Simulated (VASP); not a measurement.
# NdHf (R-3m) in VASP: relaxation of cell and atoms with PBE

Aim: the relaxation of cell and atoms of NdHf with PBE.

Program: VASP 6.6.1. These are calculated values, not measurements. Logs are shortened: lines on timing, memory, paths and dates and some standing lists are left out, and cuts for length are marked.

## (1) The cell of the first run

The structure is trigonal, space group R-3m (No. 166). The conventional cell has a = 4.455 Å, b = 4.455 Å, c = 10.355 Å, α = 90.00°, β = 90.00°, γ = 120.00°. Within 4.1 Å of Nd (site symmetry -3m) lie 6 Hf at 3.10 Å. Within 4.1 Å of Hf (site symmetry -3m) lie 6 Nd at 3.10 Å.

The cell was generated, and may not be a known phase.

## (2) Relaxation of cell and atoms, PBE

The input, INCAR:

```
PREC     = Accurate       # precision mode
ENCUT    = 500            # plane-wave cutoff, eV
EDIFF    = 1E-7           # SCF threshold, eV
ISMEAR   = 0              # smearing method
SIGMA    = 0.2            # smearing width, eV
LREAL    = F              # projectors in reciprocal space
LASPH    = T              # aspherical terms in the spheres
NELM     = 200            # most SCF steps
ALGO     = Normal         # electronic algorithm
ISIF     = 3              # what is computed and relaxed
LWAVE    = F              # write WAVECAR
LCHARG   = F              # write CHGCAR
GGA      = PE             # functional
IBRION   = 2              # ionic algorithm
NSW      = 36             # ionic steps
EDIFFG   = -0.08          # ionic threshold
GGA_COMPAT= F            
NELMIN   = 4            
LMAXMIX  = 6              # l up to which the mixer works
```

The input, KPOINTS:

```
regular mesh
0
Gamma
  5 5 5
```

The input, POSCAR:

```
NdHf
1.0
    2.2276032600      1.2861073400      3.4515850600
   -2.2276032600      1.2861073400      3.4515850600
    0.0000000000     -2.5722146800      3.4515850600
Nd Hf
1 1
Direct
    0.0000000000      0.0000000000      0.0000000000
    0.5000000000      0.5000000000      0.5000000000
```

Potentials or basis: VASP PAW PBE potentials, release 64 (Nd_3, Hf_pv), 4f in core.

Launch:

```sh
cat potpaw_PBE.64/Nd_3/POTCAR potpaw_PBE.64/Hf_pv/POTCAR > POTCAR
mpirun -np 1 vasp_std > vasp.out
```

OUTCAR:

```text
PREC = Accurate
   ENCUT = 500
   EDIFF = 1E-7
   ISMEAR = 0
   LREAL = F
   LASPH = T
   NELM = 200
   ISIF = 3
   GGA = PE
   IBRION = 2
   NSW = 36
   EDIFFG = -0.08
   NELMIN = 4

 ion  position               nearest neighbor table
   1  0.000  0.000  0.000-   2 3.10   2 3.10   2 3.10   2 3.10   2 3.10   2 3.10
   2  0.500  0.500  0.500-   1 3.10   1 3.10   1 3.10   1 3.10   1 3.10   1 3.10

  LATTYP: Found a trigonal (rhomboedric) cell.
 ALAT       =     4.3046170330
 COS(alpha) =     0.4644048377

  Lattice vectors:

 A1 = (   2.2276032600,   1.2861073400,   3.4515850600)
 A2 = (  -2.2276032600,   1.2861073400,   3.4515850600)
 A3 = (   0.0000000000,  -2.5722146800,   3.4515850600)

Analysis of symmetry for initial positions (statically):
=====================================================================
 Subroutine PRICEL returns:
 Original cell was already a primitive cell.

 Routine SETGRP: Setting up the symmetry group for a
 trigonal (rhombohedral) supercell.

 Subroutine GETGRP returns: Found 12 space group operations
 (whereof 12 operations were pure point group operations)
 out of a pool of 12 trial point group operations.

The static configuration has the point symmetry D_3d.

Analysis of symmetry for dynamics (positions and initial velocities):
=====================================================================
 Subroutine PRICEL returns:
 Original cell was already a primitive cell.

 Routine SETGRP: Setting up the symmetry group for a
 trigonal (rhombohedral) supercell.

 Subroutine GETGRP returns: Found 12 space group operations
 (whereof 12 operations were pure point group operations)
 out of a pool of 12 trial point group operations.

The dynamic configuration has the point symmetry D_3d.

 Subroutine INISYM returns: Found 12 space group operations
 (whereof 12 operations are pure point group operations),
 and found     1 'primitive' translations

----------------------------------------------------------------------------------------

                                     Primitive cell

  volume of cell :      59.3314

  direct lattice vectors                    reciprocal lattice vectors
     2.227603260  1.286107340  3.451585060     0.224456486  0.129590013  0.096573988
    -2.227603260  1.286107340  3.451585060    -0.224456486  0.129590013  0.096573988
     0.000000000 -2.572214680  3.451585060     0.000000000 -0.259180026  0.096573988

  length of vectors
     4.304617033  4.304617033  4.304617031     0.276587817  0.276587817  0.276587818

  position of ions in fractional coordinates (direct lattice)
     0.000000000  0.000000000  0.000000000
     0.500000000  0.500000000  0.500000000

  ion indices of the primitive-cell ions
   primitive index   ion index
                 1           1
                 2           2

----------------------------------------------------------------------------------------

 KPOINTS: regular mesh

Automatic generation of k-mesh.
 Grid dimensions read from file:
 generate k-points for:    5    5    5

 Generating k-lattice:

  Cartesian coordinates                     Fractional coordinates (reciprocal lattice)
     0.044891297  0.025918003  0.019314798     0.200000000 -0.000000000 -0.000000000
    -0.044891297  0.025918003  0.019314798    -0.000000000  0.200000000 -0.000000000
     0.000000000 -0.051836005  0.019314798    -0.000000000 -0.000000000  0.200000000

  Length of vectors
     0.055317563  0.055317563  0.055317564

  Shift w.r.t. Gamma in fractional coordinates (k-lattice)
     0.000000000  0.000000000  0.000000000

 Subroutine IBZKPT returns following result:
 ===========================================

 Found     19 irreducible k-points:

 Following reciprocal coordinates:
            Coordinates               Weight
  0.000000  0.000000  0.000000      1.000000
  0.200000  0.000000  0.000000      6.000000
  0.400000  0.000000  0.000000      6.000000
  0.200000  0.200000  0.000000      6.000000
  0.400000  0.200000  0.000000     12.000000
 -0.400000  0.200000  0.000000     12.000000
[... 11 lines left out ...]
  0.400000  0.400000  0.400000      2.000000
 -0.400000  0.400000  0.400000      6.000000
   k-points           NKPTS =     19   k-points in BZ     NKDIM =     19   number of bands    NBANDS=     14
   number of dos      NEDOS =    301   number of ions     NIONS =      2
   total plane-waves  NPLWV =  32768
   dimension x,y,z NGX =    32 NGY =   32 NGZ =   32
   dimension x,y,z NGXF=    64 NGYF=   64 NGZF=   64
   ions per type =               1   1
   NGX,Y,Z   is equivalent  to a cutoff of  12.36, 12.36, 12.36 a.u.
   NGXF,Y,Z  is equivalent  to a cutoff of  24.72, 24.72, 24.72 a.u.
 SYSTEM =  unknown system
   PREC   = accura    normal or accurate (medium, high low for compatibility)
   ISTART =      0    job   : 0-new  1-cont  2-samecut
   ICHARG =      2    charge: 1-file 2-atom 10-const
   ISPIN  =      1    spin polarized calculation?
   LNONCOLLINEAR =      F non collinear calculations
   LSORBIT =      F    spin-orbit coupling
   LASPH  =      T    aspherical Exc in radial PAW
   ENCUT  =  500.0 eV  36.75 Ry    6.06 a.u.   7.85  7.85  7.85*2*pi/ulx,y,z
   NELM   =    200;   NELMIN=  4; NELMDL= -5     # of ELM steps
   EDIFF  = 0.1E-06   stopping-criterion for ELM
   LREAL  =      F    real-space projection
   EDIFFG = -.8E-01   stopping-criterion for IOM
   NSW    =     36    number of steps for IOM
   IBRION =      2    ionic relax: 0-MD 1-quasi-New 2-CG
   NFREE  =      1    steps in history (QN), initial steepest desc. (CG)
   ISIF   =      3    stress and relaxation
   ISYM   =      2    0-nonsym 1-usesym 2-fastsym
   POTIM  = 0.5000    time-step for ionic-motion
   TEBEG  =    0.0;   TEEND  =   0.0 temperature during run
   PSTRESS=    0.0 pullay stress
   NELECT =      21.0000    total number of electrons
   NUPDOWN=      -1.0000    fix difference up-down
   EMIN   =  10.00;   EMAX   =-10.00  energy-range for DOS
   EFERMI =   0.00;   METHOD = LEGACY
   ISMEAR =     0;   SIGMA  =   0.20  broadening in eV -4-tet -1-fermi 0-gaus
   EFERMI_NEDOS =   21; number of points for ismear=-14 and -15
   IALGO  =     38    algorithm
   IMIX   =      4    mixing-type and parameters
     AMIX     =   0.40;   BMIX     =  1.00
     AMIX_MAG =   1.60;   BMIX_MAG =  1.00
  volume/ion in A,a.u.               =      29.67       200.19
  Fermi-wavevector in a.u.,A,eV,Ry     =   1.158030  2.188358 18.245853  1.341032
  Thomas-Fermi vector in A             =   2.294636
   LORBIT       =      0    0 simple, 1 ext, 2 COOP (PROOUT), +10 PAW based schemes
   GGA     = PE    functional components
   LHFCALC =     F    Hartree Fock is set to
   AEXX    =    0.0000 exact exchange contribution
   IVDW    =     0    specifies the selected vdW correction
   LEPSILON=     F    determine dielectric tensor
   LRPA    =     F    only Hartree local field effects (RPA)
 conjugate gradient relaxation of ions
 non-spin polarized calculation
 Gauss-broadening in eV      SIGMA  =   0.20
  energy-cutoff  :      500.00
  volume of cell :       59.33
 maximum number of plane-waves:      1516
   NGX = 15   NGY = 15   NGZ = 15

--------------------------------------- Ionic step        1  -------------------------------------------

 number of electron      20.9999999 magnetization

 Free energy of the ion-electron system (eV)
  ---------------------------------------------------
  ext. energy  EPLUGINS =         0.00000000
  ---------------------------------------------------
  free energy    TOTEN  =       -12.54182124 eV

  energy without entropy =      -12.47733687  energy(sigma->0) =      -12.50957905

------------------------ aborting loop because EDIFF is reached ----------------------------------------

  FORCE on cell =-STRESS in cart. coord.  units (eV):
  Direction    XX          YY          ZZ          XY          YZ          ZX
  --------------------------------------------------------------------------------------
  -------------------------------------------------------------------------------------
  Total        0.2939954      0.2939954     -0.5154207      0.0000000      0.0000000      0.0000000
  in kB        7.9390072      7.9390072    -13.9183432      0.0000000      0.0000000      0.0000000
  external PRESSURE =       0.6532237 kB  Pullay stress =       0.0000000 kB

 VOLUME and BASIS-vectors are now :
 -----------------------------------------------------------------------------
  energy-cutoff  :      500.00
  volume of cell :       59.33
      direct lattice vectors                 reciprocal lattice vectors
     2.227603260  1.286107340  3.451585060     0.224456486  0.129590013  0.096573988
    -2.227603260  1.286107340  3.451585060    -0.224456486  0.129590013  0.096573988
     0.000000000 -2.572214680  3.451585060     0.000000000 -0.259180026  0.096573988
[... 253 lines left out ...]
 POSITION                                       TOTAL-FORCE (eV/Angst)
 -----------------------------------------------------------------------------------
      0.00000      3.09831      4.42785         0.000000      0.000000      0.000000
      0.00000      0.00000      3.32089        -0.000000     -0.000000     -0.000000
 -----------------------------------------------------------------------------------
    total drift:                                0.000000      0.000000     -0.000000

  FREE ENERGIE OF THE ION-ELECTRON SYSTEM (eV)
  ---------------------------------------------------
  free  energy   TOTEN  =       -13.9135353306 eV

  energy  without entropy=      -13.8547207333  energy(sigma->0) =      -13.88412803

--------------------------------------- Ionic step        9  -------------------------------------------

 number of electron      20.9999998 magnetization

 Free energy of the ion-electron system (eV)
  ---------------------------------------------------
  ext. energy  EPLUGINS =         0.00000000
  ---------------------------------------------------
  free energy    TOTEN  =       -13.91470586 eV

  energy without entropy =      -13.85597397  energy(sigma->0) =      -13.88533991

 E-fermi :   4.1730     XC(G=0): -10.5501

 val. band max:        4.1632768334   @ k =   0.4000   0.2000   0.2000
 cond. band min:       4.1743509457   @ k =  -0.2000   0.4000   0.2000
 fundamental gap:      0.0110741123
 Fermi energy:         4.1729704081

 k-point     1 :       0.0000    0.0000    0.0000
  band No.  band energies     occupation
      1     -33.0166      2.00000
      2     -26.8786      2.00000
      3     -26.8746      2.00000
      4     -26.8746      2.00000
      5     -14.0491      2.00000
      6     -14.0438      2.00000
      7     -14.0438      2.00000
      8      -1.3113      2.00000
      9       1.8186      2.00000
     10       1.8186      2.00000
     11       5.4037      0.00000
     12       5.4535      0.00000
     13       5.4535      0.00000
     14       8.0693      0.00000

 k-point     2 :       0.2000    0.0000    0.0000
  band No.  band energies     occupation
      1     -33.0084      2.00000
      2     -26.8934      2.00000
      3     -26.8744      2.00000
      4     -26.8720      2.00000
      5     -14.2316      2.00000
      6     -14.0418      2.00000
      7     -14.0379      2.00000
      8      -0.6234      2.00000
      9       2.1787      2.00000
     10       2.3184      2.00000
[... 313 lines left out ...]
 POSITION                                       TOTAL-FORCE (eV/Angst)
 -----------------------------------------------------------------------------------
      0.00000     -0.00000      0.00000         0.000000     -0.000000      0.000000
      0.00000      0.00000      3.28376        -0.000000      0.000000     -0.000000
 -----------------------------------------------------------------------------------
    total drift:                               -0.000000      0.000000     -0.000000

  FREE ENERGIE OF THE ION-ELECTRON SYSTEM (eV)
  ---------------------------------------------------
  free  energy   TOTEN  =       -13.9147058586 eV

  energy  without entropy=      -13.8559739682  energy(sigma->0) =      -13.88533991

 reached required accuracy - stopping structural energy minimisation
```

Run time: 51 s. Hardware: 1 thread of Intel Xeon 6975P-C (Granite Rapids), shared host; peak memory 0.19 GiB.

Results:

```
Free energy                           : -13.9147 eV
Relaxed volume                        : 27.49 Å³/atom
Relaxed cell                          : a = 3.802 Å, b = 3.802 Å, c = 3.802 Å, α = 90.16°, β = 90.16°, γ = 90.16°
Space group after relaxing (to 0.1 Å) : Pm-3m (No. 221)
Pressure after relaxing               : -0.3 GPa
Band gap on the k mesh                : zero (an odd number of electrons rules out a gap without spin polarisation)
```

Stress tensor (GPa, compression positive):
```
-0.40  0.00  0.00
 0.00 -0.40  0.00
 0.00  0.00 -0.05
```

Final structure:
```
Nd Hf
1.0
     2.69233    1.55442    2.18917
    -2.69233    1.55442    2.18917
     0.00000   -3.10884    2.18917
Nd Hf
1 1
Direct
  0.00000 0.00000 0.00000
  0.50000 0.50000 0.50000
```

Levels at points of the mesh, in eV from the Fermi level:
```csv
k point,band 7,band 8,band 9,band 10,band 11,band 12,band 13,band 14
"(0.00, 0.00, 0.00)",-18.22,-5.48,-2.35,-2.35,1.23,1.28,1.28,3.90
```

Caveat: spin-orbit coupling is left out, which moves the levels of the heavy elements; the 4f electrons are frozen in the core, so they carry no moment and show no levels. Spin polarisation is off, so any magnetic state and its effect on volume and gap are missing.
